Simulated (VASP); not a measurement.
# Mn3Cu: relaxation of cell and atoms with PBEsol

The system is Mn3Cu.

```
Mn Cu
1.0
     3.48239    0.00000    0.00000
     0.00000    3.48239    0.00000
     0.00000    0.00000    3.48239
Mn Cu
3 1
Direct
  0.00000 0.50000 0.50000
  0.50000 0.00000 0.50000
  0.50000 0.50000 0.00000
  0.00000 0.00000 0.00000
```

```
Program                : VASP 6.6.1
Task                   : relaxation of cell and atoms
Functional             : PBEsol
Potentials or basis    : VASP PAW PBE potentials, release 64 (Mn_pv, Cu)
Cutoff                 : 600 eV
k mesh                 : 12 × 12 × 12
Occupations            : gaussian, width 0.1 eV
Spin                   : no spin polarisation
Dipole correction      : no
Further INCAR settings : ALGO = Fast; EDIFF = 1e-06; IBRION = 2; EDIFFG = -0.01; NSW = 80; ISIF = 3
```

```yaml
Relaxed_volume: 10.53 Å³/atom
Relaxed_cell: a = 3.479 Å, b = 3.479 Å, c = 3.479 Å, α = 90.00°, β = 90.00°, γ = 90.00°
Space_group_after_relaxing_to_0.1_Å: Pm-3m (No. 221)
Energy_gained_by_relaxing: 0.1 meV/atom
Ionic_steps: 3
Pressure_after_relaxing: 0.1 GPa
Band_gap_on_the_k_mesh: zero (bands 25 and 26 overlap by 1.36 eV)
```

Step by step:
```csv
step,energy change (eV),largest force (eV/Å),pressure (GPa),volume (Å³)
1,0.0000,0.0000,-0.69,42.23
2,0.0003,0.0000,1.27,41.95
3,-0.0002,0.0000,0.11,42.11
```

Final structure:
```
CELL_PARAMETERS angstrom
3.47910 0.00000 0.00000
0.00000 3.47910 0.00000
0.00000 0.00000 3.47910
ATOMIC_POSITIONS crystal
Mn 0.00000 0.50000 0.50000
Mn 0.50000 0.00000 0.50000
Mn 0.50000 0.50000 0.00000
Cu 0.00000 0.00000 0.00000
```

Levels at points of the mesh, in eV from the Fermi level:
| k point | band 22 | band 23 | band 24 | band 25 | band 26 | band 27 | band 28 | band 29 |
| --- | --- | --- | --- | --- | --- | --- | --- | --- |
| (0.00, 0.00, 0.00) | 0.35 | 0.35 | 0.35 | 0.92 | 0.92 | 1.56 | 1.92 | 1.92 |
| (0.50, 0.00, 0.00) | -1.07 | -0.80 | -0.79 | -0.30 | -0.06 | -0.06 | 0.16 | 0.19 |
| (0.50, 0.50, 0.00) | -2.21 | -0.84 | -0.84 | -0.44 | -0.44 | -0.40 | 0.33 | 0.33 |
| (0.50, 0.50, 0.50) | -0.49 | -0.49 | -0.49 | 0.28 | 0.28 | 0.28 | 0.35 | 0.60 |

Run time: 5.3 min on 1 thread of Intel(R) Xeon(R) Platinum 8488C (Sapphire Rapids), with other jobs on the host, peak memory 0.24 GiB.

Caveat: the PAW data sets were made with another functional, which shifts forces and pressure a little; the run has no spin polarisation, though such a crystal can be magnetic. Spin polarisation is off, so any magnetic state and its effect on volume and gap are missing.
